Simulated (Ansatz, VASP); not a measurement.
## FeO: VASP beside Ansatz

```
Fe O
1.0
     0.00000    2.11140    2.11140
     2.11140    0.00000    2.11140
     2.11140    2.11140    0.00000
Fe O
1 1
Direct
  0.00000 0.00000 0.00000
  0.50000 0.50000 0.50000
```

Alike in both runs: task single point; functional LDA; k mesh 11 × 11 × 11; occupations fermi-dirac, width 0.05 eV; collinear spin.

```csv
,VASP,Ansatz
version,VASP 6.6.1,Ansatz 0.2.0
potentials or method,"VASP PAW LDA potentials, release 64 (Fe, O)",Ansatz PAW
plane-wave cutoff (eV),520,420
valence electrons in the cell,14,22
```

|  | VASP | Ansatz | Ansatz less VASP |
| --- | --- | --- | --- |
| gap on the k mesh at the Fermi level (eV) | none | none | - |
| pressure (GPa) | -5.8 | -4.9 | +0.87 |
| net moment per atom (μB) | 1.93 | 1.98 | +0.048 |
| size of the moment on the site where the two differ most (μB) | 3.47 | 3.36 | -0.107 |

LDA's correlation is that of Perdew and Zunger in VASP and of Perdew and Wang (1992) in Ansatz. Site moments also hang on the region over which each program counts them. A gap of «none» marks a metal or a gap that the smearing closes. VASP's potentials hold 14 valence electrons a cell and Ansatz's 22, so a difference there can come from the potentials and not from the codes.
